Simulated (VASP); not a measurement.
# Li4Se3 (P-43m) in VASP: a series of runs, part 2 of 2

VASP 6.6.1. The steps go on from the part before.

## 3. Relaxation of cell and atoms, PBE

This run uses another cell than the first one, of 30.43 Å³/atom, 0.995 times its volume.

The input, INCAR:

```
PREC = Accurate
ENCUT = 600
EDIFF = 1E-6
ISMEAR = 0
SIGMA = 0.1
LREAL = False
LASPH = True
NELM = 100
ALGO = Normal
ISIF = 3
LWAVE = False
LCHARG = False
GGA = PE
IBRION = 2
NSW = 100
EDIFFG = -0.01
```

The input, KPOINTS:

```
regular mesh
0
Gamma
  6 6 6
```

The input, POSCAR:

```
Li4Se3
1.0
    5.9719757527      0.0000000000      0.0000000000
    0.0000000000      5.9719757527      0.0000000000
    0.0000000000      0.0000000000      5.9719757527
Li Se
4 3
Direct
    0.7972646188      0.7972646188      0.7972646188
    0.7972646188      0.2027353812      0.2027353812
    0.2027353812      0.7972646188      0.2027353812
    0.2027353812      0.2027353812      0.7972646188
    0.0000000000      0.0000000000      0.5000000000
    0.0000000000      0.5000000000      0.0000000000
    0.5000000000      0.0000000000      0.0000000000
```

Potentials or basis: VASP PAW PBE potentials, release 64 (Li_sv, Se).

Command:

```
$ cat potpaw_PBE.64/Li_sv/POTCAR potpaw_PBE.64/Se/POTCAR > POTCAR
$ mpirun -np 1 vasp_std > vasp.out
```

OUTCAR:

```text
PREC = Accurate
   ENCUT = 600
   EDIFF = 1E-6
   ISMEAR = 0
   LREAL = False
   LASPH = True
   NELM = 100
   ISIF = 3
   GGA = PE
   IBRION = 2
   NSW = 100
   EDIFFG = -0.01

 ion  position               nearest neighbor table
   1  0.797  0.797  0.797-   5 2.47   6 2.47   7 2.47
   2  0.797  0.203  0.203-   5 2.47   6 2.47   7 2.47
   3  0.203  0.797  0.203-   5 2.47   6 2.47   7 2.47
   4  0.203  0.203  0.797-   5 2.47   6 2.47   7 2.47
   5  0.000  0.000  0.500-   1 2.47   2 2.47   3 2.47   4 2.47
   6  0.000  0.500  0.000-   1 2.47   2 2.47   3 2.47   4 2.47
   7  0.500  0.000  0.000-   1 2.47   2 2.47   3 2.47   4 2.47

  LATTYP: Found a simple cubic cell.
 ALAT       =     5.9719757527

  Lattice vectors:

 A1 = (   5.9719757527,   0.0000000000,   0.0000000000)
 A2 = (   0.0000000000,   5.9719757527,   0.0000000000)
 A3 = (   0.0000000000,   0.0000000000,   5.9719757527)

Analysis of symmetry for initial positions (statically):
=====================================================================
 Subroutine PRICEL returns:
 Original cell was already a primitive cell.

 Routine SETGRP: Setting up the symmetry group for a
 simple cubic supercell.

 Subroutine GETGRP returns: Found 24 space group operations
[... 160 lines left out ...]
   NGX = 23   NGY = 23   NGZ = 23

--------------------------------------- Ionic step        1  -------------------------------------------

 number of electron      29.9999975 magnetization

 Free energy of the ion-electron system (eV)
  ---------------------------------------------------
  ext. energy  EPLUGINS =         0.00000000
  ---------------------------------------------------
  free energy    TOTEN  =       -22.38816489 eV

  energy without entropy =      -22.33694828  energy(sigma->0) =      -22.36255658

------------------------ aborting loop because EDIFF is reached ----------------------------------------

  FORCE on cell =-STRESS in cart. coord.  units (eV):
  Direction    XX          YY          ZZ          XY          YZ          ZX
  --------------------------------------------------------------------------------------
  -------------------------------------------------------------------------------------
  Total        0.2141987      0.2141987      0.2141987      0.0000000      0.0000000      0.0000000
  in kB        1.6112888      1.6112888      1.6112888      0.0000000      0.0000000      0.0000000
  external PRESSURE =       1.6112888 kB  Pullay stress =       0.0000000 kB
[... 192 lines left out ...]
--------------------------------------- Ionic step        6  -------------------------------------------

 number of electron      29.9999965 magnetization

 Free energy of the ion-electron system (eV)
  ---------------------------------------------------
  ext. energy  EPLUGINS =         0.00000000
  ---------------------------------------------------
  free energy    TOTEN  =       -22.38981461 eV

  energy without entropy =      -22.33749975  energy(sigma->0) =      -22.36365718

 E-fermi :  -1.5249     XC(G=0):  -6.3946

 val. band max:       -1.5319047454   @ k =   0.1667   0.0000   0.0000
 cond. band min:      -1.5120941278   @ k =   0.1667   0.1667   0.1667
 fundamental gap:      0.0198106176
 Fermi energy:        -1.5248651538

 k-point     1 :       0.0000    0.0000    0.0000
  band No.  band energies     occupation
      1     -46.0068      2.00000
      2     -46.0049      2.00000
      3     -46.0049      2.00000
      4     -46.0049      2.00000
      5     -12.4377      2.00000
      6     -12.1250      2.00000
[... 463 lines left out ...]
  FREE ENERGIE OF THE ION-ELECTRON SYSTEM (eV)
  ---------------------------------------------------
  free  energy   TOTEN  =       -22.3898146076 eV

  energy  without entropy=      -22.3374997535  energy(sigma->0) =      -22.36365718

 reached required accuracy - stopping structural energy minimisation
```

CONTCAR:

```text
Li4Se3
   1.00000000000000
     5.9871005203677337    0.0000000000000000    0.0000000000000001
     0.0000000000000000    5.9871005203677337    0.0000000000000000
     0.0000000000000000   -0.0000000000000001    5.9871005203677337
  Li              Se
     4     3
Direct
     0.7960554574117765    0.7960554574117765    0.7960554574117765
     0.7960554574117765    0.2039445425882234    0.2039445425882234
     0.2039445425882234    0.7960554574117765    0.2039445425882234
     0.2039445425882234    0.2039445425882234    0.7960554574117765
     1.0000000000000000    1.0000000000000000    0.5000000000000000
     1.0000000000000000    0.5000000000000000    0.0000000000000000
     0.5000000000000000    1.0000000000000000    0.0000000000000000

  0.00000000E+00  0.00000000E+00  0.00000000E+00
  0.00000000E+00  0.00000000E+00  0.00000000E+00
  0.00000000E+00  0.00000000E+00  0.00000000E+00
  0.00000000E+00  0.00000000E+00  0.00000000E+00
  0.00000000E+00  0.00000000E+00  0.00000000E+00
  0.00000000E+00  0.00000000E+00  0.00000000E+00
  0.00000000E+00  0.00000000E+00  0.00000000E+00
```

It took 4.2 min on 1 thread of AMD EPYC 7R43 (Zen 3), shared host; peak memory 0.34 GiB.

What came out:

```yaml
Free_energy: -22.3898 eV
Relaxed_volume: 30.66 Å³/atom
Relaxed_cell: a = 5.987 Å, b = 5.987 Å, c = 5.987 Å, α = 90.00°, β = 90.00°, γ = 90.00°
Space_group_after_relaxing_to_0.05_Å: P-43m (No. 215)
Energy_gained_by_relaxing: 0.2 meV/atom
Ionic_steps: 6
Pressure_after_relaxing: 0.0 GPa
Largest_force_after_relaxing: 0.006 eV/Å
Band_gap_on_the_k_mesh: zero (band 15 reaches -1.24 eV, above the bottom of band 16 at -1.69 eV)
```

Forces on the atoms (eV/Å):
```
Li  -0.003 -0.003 -0.003
Li  -0.003  0.003  0.003
Li   0.003 -0.003  0.003
Li   0.003  0.003 -0.003
Se   0.000  0.000  0.000
Se   0.000  0.000  0.000
Se   0.000  0.000  0.000
```

Step by step:
| step | energy change (eV) | largest force (eV/Å) | pressure (GPa) | volume (Å³) |
| --- | --- | --- | --- | --- |
| 1 | 0.0000 | 0.0283 | 0.16 | 212.99 |
| 2 | -0.0009 | 0.0222 | 0.08 | 213.93 |
| 3 | -0.0012 | 0.0147 | -0.01 | 215.09 |
| 4 | -0.0013 | 0.0140 | -0.01 | 215.04 |
| 5 | -0.0014 | 0.0110 | -0.01 | 214.90 |
| 6 | -0.0016 | 0.0056 | 0.00 | 214.61 |

Final structure:
```yaml
crystal:
  lattice:
    - [5.98710, 0.00000, 0.00000]
    - [0.00000, 5.98710, 0.00000]
    - [0.00000, 0.00000, 5.98710]
  atoms:
    - { symbol: Li, position: [0.79606, 0.79606, 0.79606] }
    - { symbol: Li, position: [0.79606, 0.20394, 0.20394] }
    - { symbol: Li, position: [0.20394, 0.79606, 0.20394] }
    - { symbol: Li, position: [0.20394, 0.20394, 0.79606] }
    - { symbol: Se, position: [0.00000, 0.00000, 0.50000] }
    - { symbol: Se, position: [0.00000, 0.50000, 0.00000] }
    - { symbol: Se, position: [0.50000, 0.00000, 0.00000] }
```

Caveat: the cutoff is under 1.25 times the usual one of these potentials, so pressure, stress and relaxed cells hold a basis-set (Pulay) error.

## 4. Single point, PBE

This run uses another cell than the first one, of 19.88 Å³/atom, 0.650 times its volume.

The input, INCAR:

```
ALGO     = Normal         # electronic algorithm
EDIFF    = 1E-6           # SCF threshold, eV
ENCUT    = 520            # plane-wave cutoff, eV
GGA      = PE             # functional
ISIF     = 2              # what is computed and relaxed
ISMEAR   = 0              # smearing method
LASPH    = True           # aspherical terms in the spheres
LCHARG   = True           # write CHGCAR
LELF     = True           # ELF
LREAL    = False          # projectors in reciprocal space
LVHAR    = True         
LWAVE    = False          # write WAVECAR
NBANDS   = 24             # bands
NELM     = 100            # most SCF steps
PREC     = Accurate       # precision mode
SIGMA    = 0.1            # smearing width, eV
```

The input, KPOINTS:

```
k-points
0
Gamma
  4 4 4
```

The input, POSCAR:

```
Li4Se3
1.0
    5.1819134100      0.0000000000      0.0000000000
    0.0000000000      5.1819134100      0.0000000000
    0.0000000000      0.0000000000      5.1819134100
Li Se
4 3
Direct
    0.7500000000      0.7500000000      0.7500000000
    0.7500000000      0.2500000000      0.2500000000
    0.2500000000      0.7500000000      0.2500000000
    0.2500000000      0.2500000000      0.7500000000
    0.0000000000      0.0000000000      0.5000000000
    0.0000000000      0.5000000000      0.0000000000
    0.5000000000      0.0000000000      0.0000000000
```

Command:

```
$ cat potpaw_PBE.64/Li_sv/POTCAR potpaw_PBE.64/Se/POTCAR > POTCAR
$ mpirun -np 1 vasp_std > vasp.out
```

It took 37 s on 1 thread of AMD EPYC 7R43 (Zen 3), shared host; peak memory 0.21 GiB.

It converged, with:

```yaml
Free_energy: -20.8616 eV
Band_gap_on_the_k_mesh: zero (band 15 reaches 1.36 eV, above the bottom of band 16 at 0.88 eV)
```

Levels at points of the mesh, in eV from the Fermi level:
```
           k point  band 11  band 12  band 13  band 14  band 15  band 16  band 17  band 18
(0.00, 0.00, 0.00)    -1.15    -1.15    -1.15     0.18     0.18     0.18     1.65     4.77
(0.50, 0.00, 0.00)    -1.68    -1.45    -1.19    -1.19    -0.22    -0.22     3.53     4.04
(0.50, 0.50, 0.00)    -1.76    -1.21    -1.14    -1.14     0.20     0.21     3.56     5.94
(0.50, 0.50, 0.50)    -2.88     0.24     0.24     0.24     0.26     0.26     2.60     7.17
```

Caveat: the cutoff is under 1.25 times the usual one of these potentials, so pressure, stress and relaxed cells hold a basis-set (Pulay) error.

## 5. Overview

| task | cell | k mesh | cutoff (eV) | gap on the mesh (eV) |
| --- | --- | --- | --- | --- |
| single point | a = 5.983 Å, 7 atoms | 6 × 6 × 6 | 520 | none |
| relaxation of cell and atoms | relaxed from a = 5.972 Å, 7 atoms | 6 × 6 × 6 | 600 | none |
| single point | a = 5.182 Å, 7 atoms | 4 × 4 × 4 | 520 | none |

Alike in all rows: level PBE; potentials or basis VASP PAW PBE potentials, release 64 (Li_sv, Se); no spin polarisation; smearing gaussian 0.1 eV.

Caveats: the cutoff is under 1.25 times the usual one of these potentials, so pressure, stress and relaxed cells hold a basis-set (Pulay) error.

Total energies depend on the potentials used, so only differences within one code and one set of settings carry meaning.
